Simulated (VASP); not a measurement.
Here is a VASP 6.6.1 calculation.

The input INCAR:

```
SYSTEM = Ag
  PREC = Accurate
  ENCUT = 500
  EDIFF = 1E-7
  ISMEAR = -1
  SIGMA = 0.05
  LREAL = .False.
  LASPH = .True.
  NELM = 120
  ALGO = Normal
  ISIF = 3
  LWAVE = .False.
  LCHARG = .False.
  GGA = PE
  IBRION = 2
  NSW = 80
  EDIFFG = -0.03
  PSTRESS = 450.0
  GGA_COMPAT = .False.
  NELMIN = 4
```

File KPOINTS:

```
regular mesh
0
Gamma
  10 10 10
  0 0 0
```

POSCAR

```
Ag
1.0
    0.0000000000      2.0450000000      2.0450000000
    2.0450000000      0.0000000000      2.0450000000
    2.0450000000      2.0450000000      0.0000000000
Ag
1
Direct
    0.0000000000      0.0000000000      0.0000000000
```

Potentials or basis: VASP PAW PBE potentials, release 64 (Ag).

The run is started by

```bash
$ cat potpaw_PBE.64/Ag/POTCAR > POTCAR
$ mpirun -np 1 vasp_std > vasp.out
```

Estimate the relaxed volume.

13.95 Å³/atom.

Predict the relaxed cell.

a = 2.702 Å, b = 2.702 Å, c = 2.702 Å, α = 60.00°, β = 60.00°, γ = 60.00°.

Estimate the band gap on the k mesh.

zero (an odd number of electrons rules out a gap without spin polarisation).

Predict the space group after relaxing (to 0.1 Å).

Fm-3m (No. 225).

Final structure:
```xyz
1
Lattice="0.0000 1.9105 1.9105 1.9105 0.0000 1.9105 1.9105 1.9105 0.0000" Properties=species:S:1:pos:R:3 pbc="T T T"
Ag    0.0000    0.0000    0.0000
```

Caveat: the cell is relaxed towards a set pressure, so the run minimises the enthalpy, not the energy; the volume moved by over 15 % at a fixed basis, so the end points are rough.
